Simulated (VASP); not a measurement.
A run of VASP 6.6.1:

The input INCAR:

```
PREC     = Accurate       # precision mode
ENCUT    = 520            # plane-wave cutoff, eV
EDIFF    = 1E-7           # SCF threshold, eV
ISMEAR   = 0              # smearing method
SIGMA    = 0.03           # smearing width, eV
LREAL    = False          # projectors in reciprocal space
LASPH    = True           # aspherical terms in the spheres
NELM     = 60             # most SCF steps
ALGO     = Normal         # electronic algorithm
ISIF     = 2              # what is computed and relaxed
LWAVE    = False          # write WAVECAR
LCHARG   = True           # write CHGCAR
LELF     = True           # ELF
LVHAR    = True         
NBANDS   = 21             # bands
```

Contents of KPOINTS:

```
Automatic mesh
0
Gamma
  12 12 6
```

File POSCAR:

```
Mg2CdN2
1.0
    3.5528825911      0.0000000000      0.0000000000
   -1.7764412955      3.0768865806      0.0000000000
    0.0000000000      0.0000000000      5.9838310064
Mg Cd N
2 1 2
Direct
    0.6666666667      0.3333333333      0.1534420000
    0.3333333333      0.6666666667      0.8465580000
    0.0000000000      0.0000000000      0.5000000000
    0.6309340233      0.2618680465      0.7801987006
    0.2976006899      0.5952013799      0.2357367006
```

Potentials or basis: VASP PAW LDA potentials, release 64 (Mg, Cd, N).

Command:

```bash
$ cat potpaw_LDA.64/Mg/POTCAR potpaw_LDA.64/Cd/POTCAR potpaw_LDA.64/N/POTCAR > POTCAR
$ mpirun -np 1 vasp_std > vasp.out
```

Hardware: 1 thread of Intel(R) Xeon(R) 6975P-C (Granite Rapids), on a shared host.

**Question.** How long does it take, and how much memory?

**Answer.** It took 2.2 min on 1 thread of Intel(R) Xeon(R) 6975P-C (Granite Rapids), on a shared host, peak memory 0.44 GiB. Counts: scf iterations 15, k points 242.
